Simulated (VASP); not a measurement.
Input of a VASP 6.6.1 run:

File POSCAR:

```
Ag
1.0
    2.9401015088      0.0000000000      0.0000000000
   -1.4700507544      2.5462025963      0.0000000000
    0.0000000000      0.0000000000      4.7629644442
Ag
2
Direct
    0.1933333333      0.5966666667      0.1450000000
    0.8066666667      0.4033333333      0.8550000000
```

The input INCAR.step1:

```
PREC = Accurate ; ENCUT = 520
ISMEAR = -1 ; SIGMA = 0.05
LREAL = F ; LASPH = T
NELM = 60 ; NBANDS = 18
GGA = PE ; ALGO = Normal
EDIFF = 1E-4 ; LWAVE = T
LCHARG = F
```

Contents of INCAR.step2:

```
PREC = Accurate ; ENCUT = 520
EDIFF = 1E-7 ; ISMEAR = -1
SIGMA = 0.05 ; LREAL = F
LASPH = T ; NELM = 60
ALGO = Normal ; ISIF = 2
LWAVE = F ; LCHARG = F
METAGGA = R2SCAN ; LMIXTAU = T
NBANDS = 18 ; ISTART = 1
```

The input KPOINTS:

```
Automatic mesh
0
Gamma
  12 12 6
```

Potentials or basis: VASP PAW PBE potentials, release 64 (Ag).

The run is started by

```sh
$ cat potpaw_PBE.64/Ag/POTCAR > POTCAR
$ cp INCAR.step1 INCAR
$ mpirun -np 1 vasp_std > vasp.out
$ cp INCAR.step2 INCAR
$ mpirun -np 1 vasp_std > vasp.out
```

Q: What does it give for the band gap on the k mesh?

A: Zero (band 11 reaches 12.09 eV, above the bottom of band 12 at 6.41 eV).

Q: Estimate the pressure.

A: 107.9 GPa.

Forces on the atoms (eV/Å):
```
Ag   16.906   9.761  32.170
Ag  -16.906  -9.761 -32.170
```

Caveat: the cell differs from its parent crystal (shortest bond scaled by 0.58, source ansatz); the PAW data sets were made with another functional, which shifts forces and pressure a little.
